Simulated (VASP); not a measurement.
# Pb (Fm-3m) in VASP: further runs

Pb is run at these levels: r2SCAN, r2SCAN+D4; tasks: single point.

Everything below comes from runs of VASP 6.6.1. Logs are shortened: lines on timing, memory, paths and dates and some standing lists are left out, and cuts for length are marked.

## 1. The cell of the first run

The structure is cubic, space group Fm-3m (No. 225). The conventional cell has a = 4.950 Å, b = 4.950 Å, c = 4.950 Å, α = 90.00°, β = 90.00°, γ = 90.00°. Pb (site symmetry m-3m) has 12 Pb at 3.50 Å within 4.6 Å.

## 2. Single point, r2SCAN

Input file POSCAR:

```
Pb
1.0
    0.0000000000      2.4750200000      2.4750200000
    2.4750200000      0.0000000000      2.4750200000
    2.4750200000      2.4750200000      0.0000000000
Pb
1
Direct
    0.0000000000      0.0000000000      0.0000000000
```

Input file INCAR.step1:

```
  PREC = Accurate
  ENCUT = 520
  ISMEAR = -1
  SIGMA = 0.05
  LREAL = F
  LASPH = T
  NELM = 80
  NBANDS = 13
  GGA = PE
  ALGO = Normal
  EDIFF = 1E-4
  LWAVE = T
  LCHARG = F
```

Input file INCAR.step2:

```
  PREC = Accurate
  ENCUT = 520
  EDIFF = 1E-6
  ISMEAR = -1
  SIGMA = 0.05
  LREAL = F
  LASPH = T
  NELM = 80
  ALGO = Normal
  ISIF = 2
  LWAVE = F
  LCHARG = F
  METAGGA = R2SCAN
  LMIXTAU = T
  NBANDS = 13
  ISTART = 1
```

Input file KPOINTS:

```
regular mesh
0
Gamma
  9 9 9
```

Potentials or basis: VASP PAW PBE potentials, release 64 (Pb_d).

Launch:

```console
cat potpaw_PBE.64/Pb_d/POTCAR > POTCAR
cp INCAR.step1 INCAR
mpirun -np 1 vasp_std > vasp.out
cp INCAR.step2 INCAR
mpirun -np 1 vasp_std > vasp.out
```

OUTCAR:

```text
PREC = Accurate
   ENCUT = 520
   EDIFF = 1E-6
   ISMEAR = -1
   LREAL = F
   LASPH = T
   NELM = 80
   ISIF = 2
   METAGGA = R2SCAN
   ISTART = 1

 ion  position               nearest neighbor table
   1  0.000  0.000  0.000-

  LATTYP: Found a face centered cubic cell.
 ALAT       =     4.9500400000

  Lattice vectors:

 A1 = (   0.0000000000,   2.4750200000,   2.4750200000)
 A2 = (   2.4750200000,   0.0000000000,   2.4750200000)
 A3 = (   2.4750200000,   2.4750200000,   0.0000000000)

Analysis of symmetry for initial positions (statically):
[... 5 lines left out ...]
 face centered cubic supercell.

 Subroutine GETGRP returns: Found 48 space group operations
 (whereof 48 operations were pure point group operations)
 out of a pool of 48 trial point group operations.

The static configuration has the point symmetry O_h .

Analysis of symmetry for dynamics (positions and initial velocities):
[... 5 lines left out ...]
 face centered cubic supercell.

 Subroutine GETGRP returns: Found 48 space group operations
 (whereof 48 operations were pure point group operations)
 out of a pool of 48 trial point group operations.

The dynamic configuration has the point symmetry O_h .

 Subroutine INISYM returns: Found 48 space group operations
 (whereof 48 operations are pure point group operations),
 and found     1 'primitive' translations

----------------------------------------------------------------------------------------

                                     Primitive cell

  volume of cell :      30.3226

  direct lattice vectors                    reciprocal lattice vectors
     0.000000000  2.475020000  2.475020000    -0.202018570  0.202018570  0.202018570
     2.475020000  0.000000000  2.475020000     0.202018570 -0.202018570  0.202018570
     2.475020000  2.475020000  0.000000000     0.202018570  0.202018570 -0.202018570

  length of vectors
     3.500206851  3.500206851  3.500206851     0.349906427  0.349906427  0.349906427

  position of ions in fractional coordinates (direct lattice)
     0.000000000  0.000000000  0.000000000

  ion indices of the primitive-cell ions
   primitive index   ion index
                 1           1

----------------------------------------------------------------------------------------

 KPOINTS: regular mesh

Automatic generation of k-mesh.
 Grid dimensions read from file:
 generate k-points for:    9    9    9

[... 61 lines left out ...]
   ENCUT  =  520.0 eV  38.22 Ry    6.18 a.u.   6.51  6.51  6.51*2*pi/ulx,y,z
   NELM   =     80;   NELMIN=  2; NELMDL=  0     # of ELM steps
   EDIFF  = 0.1E-05   stopping-criterion for ELM
   LREAL  =      F    real-space projection
   EDIFFG = 0.1E-04   stopping-criterion for IOM
   NSW    =      0    number of steps for IOM
   IBRION =     -1    ionic relax: 0-MD 1-quasi-New 2-CG
   NFREE  =      0    steps in history (QN), initial steepest desc. (CG)
   ISIF   =      2    stress and relaxation
   ISYM   =      2    0-nonsym 1-usesym 2-fastsym
   POTIM  = 0.5000    time-step for ionic-motion
   TEBEG  =    0.0;   TEEND  =   0.0 temperature during run
   PSTRESS=    0.0 pullay stress
   NELECT =      14.0000    total number of electrons
   NUPDOWN=      -1.0000    fix difference up-down
   EMIN   =  10.00;   EMAX   =-10.00  energy-range for DOS
   EFERMI =   0.00;   METHOD = LEGACY
   ISMEAR =    -1;   SIGMA  =   0.05  broadening in eV -4-tet -1-fermi 0-gaus
   EFERMI_NEDOS =   21; number of points for ismear=-14 and -15
   IALGO  =     38    algorithm
   IMIX   =      4    mixing-type and parameters
     AMIX     =   0.40;   BMIX     =  1.00
     AMIX_MAG =   1.60;   BMIX_MAG =  1.00
  volume/ion in A,a.u.               =      30.32       204.63
  Fermi-wavevector in a.u.,A,eV,Ry     =   1.265306  2.391081 21.782907  1.600999
  Thomas-Fermi vector in A             =   2.398566
   LORBIT       =      0    0 simple, 1 ext, 2 COOP (PROOUT), +10 PAW based schemes
   METAGGA = R2SCAN    functional components
   LHFCALC =     F    Hartree Fock is set to
   AEXX    =    0.0000 exact exchange contribution
   IVDW    =     0    specifies the selected vdW correction
   LEPSILON=     F    determine dielectric tensor
   LRPA    =     F    only Hartree local field effects (RPA)
 non-spin polarized calculation
  energy-cutoff  :      520.00
  volume of cell :       30.32
 maximum number of plane-waves:       869
 NGX is ok and might be reduce to    28
   NGX = 13   NGY = 13   NGZ = 13

 number of electron      13.9999999 magnetization

 Free energy of the ion-electron system (eV)
  ---------------------------------------------------
  ext. energy  EPLUGINS =         0.00000000
  ---------------------------------------------------
  free energy    TOTEN  =       -56.29491735 eV

  energy without entropy =      -56.29171524  energy(sigma->0) =      -56.29331629

 E-fermi :   7.0592     XC(G=0): -10.9272

 val. band max:        6.8371056263   @ k =  -0.2222   0.2222   0.0000
 cond. band min:       7.0616962572   @ k =  -0.2222   0.3333   0.1111
 fundamental gap:      0.2245906309
 Fermi energy:         7.0592357336

 k-point     1 :       0.0000    0.0000    0.0000
  band No.  band energies     occupation
      1     -10.5037      2.00000
      2     -10.5037      2.00000
      3     -10.5037      2.00000
      4     -10.3554      2.00000
      5     -10.3554      2.00000
      6      -5.0753      2.00000
      7      14.9588      0.00000
      8      14.9588      0.00000
      9      14.9588      0.00000
     10      17.6451      0.00000
     11      19.5220      0.00000
     12      20.3283      0.00000
     13      20.3283      0.00000
[... 354 lines left out ...]
  band No.  band energies     occupation
      1     -10.6740      2.00000
      2     -10.5740      2.00000
      3     -10.2273      2.00000
      4     -10.1844      2.00000
      5     -10.1844      2.00000
      6      -0.2254      2.00000
      7       4.3613      2.00000
      8       9.4528      0.00000
      9       9.4528      0.00000
     10      13.2386      0.00000
     11      14.2966      0.00000
     12      26.5233      0.00000
     13      28.3148      0.00000

 [... further k-points ...]
[... 5 lines left out ...]
  --------------------------------------------------------------------------------------
  -------------------------------------------------------------------------------------
  Total        0.2105473      0.2105473      0.2105473     -0.0000000      0.0000000      0.0000000
  in kB       11.1248472     11.1248472     11.1248472     -0.0000000      0.0000000      0.0000000
  external PRESSURE =      11.1248472 kB  Pullay stress =       0.0000000 kB

 VOLUME and BASIS-vectors are now :
 -----------------------------------------------------------------------------
  energy-cutoff  :      520.00
  volume of cell :       30.32
      direct lattice vectors                 reciprocal lattice vectors
     0.000000000  2.475020000  2.475020000    -0.202018570  0.202018570  0.202018570
     2.475020000  0.000000000  2.475020000     0.202018570 -0.202018570  0.202018570
     2.475020000  2.475020000  0.000000000     0.202018570  0.202018570 -0.202018570

 POSITION                                       TOTAL-FORCE (eV/Angst)
 -----------------------------------------------------------------------------------
      0.00000      0.00000      0.00000         0.000000      0.000000      0.000000
 -----------------------------------------------------------------------------------
    total drift:                               -0.000000     -0.000000     -0.000000

  FREE ENERGIE OF THE ION-ELECTRON SYSTEM (eV)
  ---------------------------------------------------
  free  energy   TOTEN  =       -56.2949173482 eV

  energy  without entropy=      -56.2917152399  energy(sigma->0) =      -56.29331629
```

OSZICAR.step1:

```text
N       E                     dE             d eps       ncg     rms          rms(c)
DAV:   1     0.108018681582E+03    0.10802E+03   -0.70833E+03   930   0.126E+03
DAV:   2     0.141772924402E+01   -0.10660E+03   -0.10309E+03   950   0.313E+02
DAV:   3    -0.346415253569E+01   -0.48819E+01   -0.48629E+01  1148   0.720E+01
DAV:   4    -0.357672416132E+01   -0.11257E+00   -0.11255E+00  1134   0.118E+01
DAV:   5    -0.358199181963E+01   -0.52677E-02   -0.52674E-02  1265   0.235E+00    0.527E-01
DAV:   6    -0.357263036024E+01    0.93615E-02   -0.12947E-02  1184   0.200E+00    0.263E-01
DAV:   7    -0.357037317218E+01    0.22572E-02   -0.57311E-03  1185   0.125E+00    0.888E-02
DAV:   8    -0.357031716996E+01    0.56002E-04   -0.42933E-04  1155   0.330E-01
   1 F= -.35703172E+01 E0= -.35687621E+01  d E =-.311018E-02
```

Wall time 34 s (1 thread of Intel Xeon Platinum 8559C (Emerald Rapids), shared host); peak memory 0.16 GiB.

What came out:

* Free energy: -56.2949 eV
* Pressure: 1.1 GPa
* Band gap on the k mesh: zero (band 7 reaches 14.96 eV, above the bottom of band 8 at 5.58 eV)

Caveat: the PAW data sets were made with another functional, which shifts forces and pressure a little; spin-orbit coupling is left out, which moves the levels of the heavy elements.

## 3. Single point, r2SCAN+D4

This run uses another cell than the first one, of 30.93 Å³/atom, 1.020 times its volume.

Input file POSCAR:

```
Pb
1.0
    0.0000000000      2.4914113386      2.4914113386
    2.4914113386      0.0000000000      2.4914113386
    2.4914113386      2.4914113386      0.0000000000
Pb
1
Direct
    0.0000000000      0.0000000000      0.0000000000
```

Input file INCAR.step1:

```
SYSTEM = Pb
PREC     = Accurate       ! precision mode
ENCUT    = 520            ! plane-wave cutoff, eV
ISMEAR   = -1             ! smearing method
SIGMA    = 0.05           ! smearing width, eV
LREAL    = .FALSE.        ! projectors in reciprocal space
LASPH    = .TRUE.         ! aspherical terms in the spheres
NELM     = 60             ! most SCF steps
NBANDS   = 13             ! bands
GGA      = PE             ! functional
ALGO     = Normal         ! electronic algorithm
EDIFF    = 1E-4           ! SCF threshold, eV
LWAVE    = .TRUE.         ! write WAVECAR
LCHARG   = .FALSE.        ! write CHGCAR
```

Input file INCAR.step2:

```
SYSTEM = Pb
PREC     = Accurate       ! precision mode
ENCUT    = 520            ! plane-wave cutoff, eV
EDIFF    = 1E-6           ! SCF threshold, eV
ISMEAR   = -1             ! smearing method
SIGMA    = 0.05           ! smearing width, eV
LREAL    = .FALSE.        ! projectors in reciprocal space
LASPH    = .TRUE.         ! aspherical terms in the spheres
NELM     = 60             ! most SCF steps
ALGO     = Normal         ! electronic algorithm
ISIF     = 2              ! what is computed and relaxed
LWAVE    = .FALSE.        ! write WAVECAR
LCHARG   = .FALSE.        ! write CHGCAR
METAGGA  = R2SCAN         ! meta-GGA
LMIXTAU  = .TRUE.       
IVDW     = 13             ! dispersion correction
VDW_S6   = 1.0          
VDW_S8   = 0.6018749    
VDW_A1   = 0.51559235   
VDW_A2   = 5.77342911   
NBANDS   = 13             ! bands
ISTART   = 1
```

Input file KPOINTS:

```
Automatic mesh
0
G
  9 9 9
  0 0 0
```

Potentials or basis: VASP PAW PBE potentials, release 64 (Pb_d).

Launch:

```console
cat potpaw_PBE.64/Pb_d/POTCAR > POTCAR
cp INCAR.step1 INCAR
mpirun -np 1 vasp_std > vasp.out
cp INCAR.step2 INCAR
mpirun -np 1 vasp_std > vasp.out
```

Run time: 33 s. Hardware: 1 thread of Intel Xeon Platinum 8559C (Emerald Rapids), shared host; peak memory 0.16 GiB.

It converged, with:

```yaml
Free_energy: -56.4319 eV
Pressure: -0.5 GPa
Band_gap_on_the_k_mesh: zero (band 7 reaches 14.57 eV, above the bottom of band 8 at 5.40 eV)
Dispersion_energy_per_atom: -0.134 eV
```

Levels at points of the mesh, in eV from the Fermi level:
```csv
k point,band 3,band 4,band 5,band 6,band 7,band 8,band 9,band 10,band 11,band 12
"(0.00, 0.00, 0.00)",-17.56,-17.42,-17.42,-12.01,7.72,7.72,7.72,10.56,12.19,13.11
```

Caveat: the PAW data sets were made with another functional, which shifts forces and pressure a little; spin-orbit coupling is left out, which moves the levels of the heavy elements; pairwise dispersion overbinds metals, which lowers pressure and volume.

## 4. Single point, r2SCAN

This run uses another cell than the first one, of 30.93 Å³/atom, 1.020 times its volume.

POSCAR is that of step 3.

INCAR.step1: that of step 3 with these lines changed.

```diff
@@ -7,3 +7,3 @@
 LASPH    = .TRUE.         ! aspherical terms in the spheres
-NELM     = 60             ! most SCF steps
+NELM     = 100            ! most SCF steps
 NBANDS   = 13             ! bands
```

Input file INCAR.step2:

```
SYSTEM = Pb
PREC     = Accurate       ! precision mode
ENCUT    = 520            ! plane-wave cutoff, eV
EDIFF    = 1E-6           ! SCF threshold, eV
ISMEAR   = -1             ! smearing method
SIGMA    = 0.05           ! smearing width, eV
LREAL    = .FALSE.        ! projectors in reciprocal space
LASPH    = .TRUE.         ! aspherical terms in the spheres
NELM     = 100            ! most SCF steps
ALGO     = Normal         ! electronic algorithm
ISIF     = 2              ! what is computed and relaxed
LWAVE    = .FALSE.        ! write WAVECAR
LCHARG   = .TRUE.         ! write CHGCAR
METAGGA  = R2SCAN         ! meta-GGA
LMIXTAU  = .TRUE.       
LELF     = .TRUE.         ! ELF
LVHAR    = .TRUE.       
NBANDS   = 13             ! bands
ISTART   = 1
```

KPOINTS is that of step 3.

Launch:

```console
cat potpaw_PBE.64/Pb_d/POTCAR > POTCAR
cp INCAR.step1 INCAR
mpirun -np 1 vasp_std > vasp.out
cp INCAR.step2 INCAR
mpirun -np 1 vasp_std > vasp.out
```

It took 35 s on 1 thread of Intel Xeon Platinum 8559C (Emerald Rapids), shared host; peak memory 0.16 GiB.

Results (log left out):

```
Free energy            : -56.2976 eV
Pressure               : 0.1 GPa
Band gap on the k mesh : zero (band 7 reaches 14.57 eV, above the bottom of band 8 at 5.40 eV)
```

Levels at points of the mesh, in eV from the Fermi level:
```csv
k point,band 4,band 5,band 6,band 7,band 8,band 9,band 10,band 11
"(0.00, 0.00, 0.00)",-17.42,-17.42,-12.01,7.72,7.72,7.72,10.56,12.19
```

Caveat: the PAW data sets were made with another functional, which shifts forces and pressure a little; spin-orbit coupling is left out, which moves the levels of the heavy elements.

## 5. Single point, r2SCAN+D4

This run uses another cell than the first one, of 31.54 Å³/atom, 1.040 times its volume.

Input file POSCAR:

```
Pb
1.0
    0.0000000000      2.5075897876      2.5075897876
    2.5075897876      0.0000000000      2.5075897876
    2.5075897876      2.5075897876      0.0000000000
Pb
1
Direct
    0.0000000000      0.0000000000      0.0000000000
```

Input file INCAR.step1:

```
PREC = Accurate ; ENCUT = 520
ISMEAR = -1 ; SIGMA = 0.05
LREAL = False ; LASPH = True
NELM = 60 ; NBANDS = 13
GGA = PE ; ALGO = Normal
EDIFF = 1E-4 ; LWAVE = True
LCHARG = False
```

Input file INCAR.step2:

```
PREC = Accurate ; ENCUT = 520
EDIFF = 1E-7 ; ISMEAR = -1
SIGMA = 0.05 ; LREAL = False
LASPH = True ; NELM = 60
ALGO = Normal ; ISIF = 2
LWAVE = False ; LCHARG = False
METAGGA = R2SCAN ; LMIXTAU = True
IVDW = 13 ; VDW_S6 = 1.0
VDW_S8 = 0.6018749 ; VDW_A1 = 0.51559235
VDW_A2 = 5.77342911 ; NBANDS = 13
ISTART = 1
```

Input file KPOINTS:

```
regular mesh
0
Gamma
  9 9 9
```

Launch:

```console
cat potpaw_PBE.64/Pb_d/POTCAR > POTCAR
cp INCAR.step1 INCAR
mpirun -np 1 vasp_std > vasp.out
cp INCAR.step2 INCAR
mpirun -np 1 vasp_std > vasp.out
```

Run time: 41 s. Hardware: 1 thread of Intel Xeon Platinum 8559C (Emerald Rapids), shared host; peak memory 0.16 GiB.

The run converged. Its results:

| Item | Value |
| --- | --- |
| Free energy | -56.4286 eV |
| Pressure | -1.3 GPa |
| Band gap on the k mesh | zero (band 7 reaches 14.20 eV, above the bottom of band 8 at 5.23 eV) |
| Dispersion energy per atom | -0.132 eV |

Levels at points of the mesh, in eV from the Fermi level:
| k point | band 4 | band 5 | band 6 | band 7 | band 8 | band 9 | band 10 | band 11 |
| --- | --- | --- | --- | --- | --- | --- | --- | --- |
| (0.00, 0.00, 0.00) | -17.42 | -17.42 | -11.88 | 7.56 | 7.56 | 7.56 | 10.54 | 11.92 |

Caveat: the PAW data sets were made with another functional, which shifts forces and pressure a little; spin-orbit coupling is left out, which moves the levels of the heavy elements; pairwise dispersion overbinds metals, which lowers pressure and volume.

## 6. Overview

| level | cell | gap on the mesh (eV) | pressure (GPa) |
| --- | --- | --- | --- |
| r2SCAN | a = 3.500 Å, angles 60.0°, 1 atom | none | 1.1 |
| r2SCAN+D4 | a = 3.523 Å, angles 60.0°, 1 atom | none | -0.5 |
| r2SCAN | a = 3.523 Å, angles 60.0°, 1 atom | none | 0.1 |
| r2SCAN+D4 | a = 3.546 Å, angles 60.0°, 1 atom | none | -1.3 |

Alike in all rows: task single point; potentials or basis VASP PAW PBE potentials, release 64 (Pb_d); no spin polarisation; k mesh 9 × 9 × 9; cutoff (eV) 520; smearing fermi-dirac 0.05 eV.

Caveats: the PAW data sets were made with another functional, which shifts forces and pressure a little; spin-orbit coupling is left out, which moves the levels of the heavy elements; pairwise dispersion overbinds metals, which lowers pressure and volume (some runs).

Total energies depend on the potentials used, so only differences within one code and one set of settings carry meaning.
